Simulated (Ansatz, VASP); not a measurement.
## One calculation of AlN, two programs

INCAR

```
PREC = Accurate
ENCUT = 520
EDIFF = 1E-6
ISMEAR = -1
SIGMA = 0.05
LREAL = F
LASPH = T
NELM = 80
ALGO = Normal
ISIF = 2
LWAVE = F
LCHARG = F
NBANDS = 11
```

Contents of KPOINTS:

```
regular mesh
0
Gamma
  11 11 11
```

The input POSCAR:

```
AlN
1.0
    0.0000000000      2.0345180000      2.0345180000
    2.0345180000      0.0000000000      2.0345180000
    2.0345180000      2.0345180000      0.0000000000
Al N
1 1
Direct
    0.5000000000      0.5000000000      0.5000000000
    0.0000000000      0.0000000000      0.0000000000
```

input.yaml

```yaml
crystal:
  lattice:
    - [0.0, 2.034518, 2.034518]
    - [2.034518, 0.0, 2.034518]
    - [2.034518, 2.034518, 0.0]
  atoms:
    - { symbol: Al, position: [0.5, 0.5, 0.5] }
    - { symbol: "N", position: [0.0, 0.0, 0.0] }
kpoints:
  mp_grid: { grid: [11, 11, 11] }
  band_path:
    path:
      - [0.0, 0.0, 0.0]
      - [0.5, 0.0, 0.5]
      - [0.5, 0.25, 0.75]
      - [0.375, 0.375, 0.75]
      - [0.0, 0.0, 0.0]
      - [0.5, 0.5, 0.5]
      - [0.625, 0.25, 0.625]
      - [0.5, 0.25, 0.75]
    npoints: 8
scf:
  occupations: { method: fermi_dirac, width: 0.05 }
hamiltonian:
  xc: lda
  pseudopotentials: { kind: all_electron, lapw: { basis_error: 0.001 } }
output:
  forces: true
  stress: true
  eigenvalues: true
```

Alike in both runs: functional LDA; k mesh 11 × 11 × 11; occupations fermi-dirac, width 0.05 eV; no spin polarisation.

|  | VASP | Ansatz |
| --- | --- | --- |
| version | VASP 6.6.1 | Ansatz 0.2.0 |
| potentials or method | VASP PAW LDA potentials, release 64 (Al, N), cutoff 520 eV | all-electron LAPW, scalar-relativistic |
| task | single point | band structure |

VASP gave:

| Property | Result |
| --- | --- |
| gap on the k mesh at the Fermi level (eV) | 4.41 |
| least direct gap on the mesh (eV) | 5.50 |
| pressure (GPa) | -10.4 |

Problem. Which values does Ansatz return?

Solution. gap on the k mesh at the Fermi level (eV): 4.41; least direct gap on the mesh (eV): 5.49; pressure (GPa): -10.9.

LDA's correlation is that of Perdew and Zunger in VASP and of Perdew and Wang (1992) in Ansatz. Ansatz ran all-electron here, and VASP with PAW potentials.
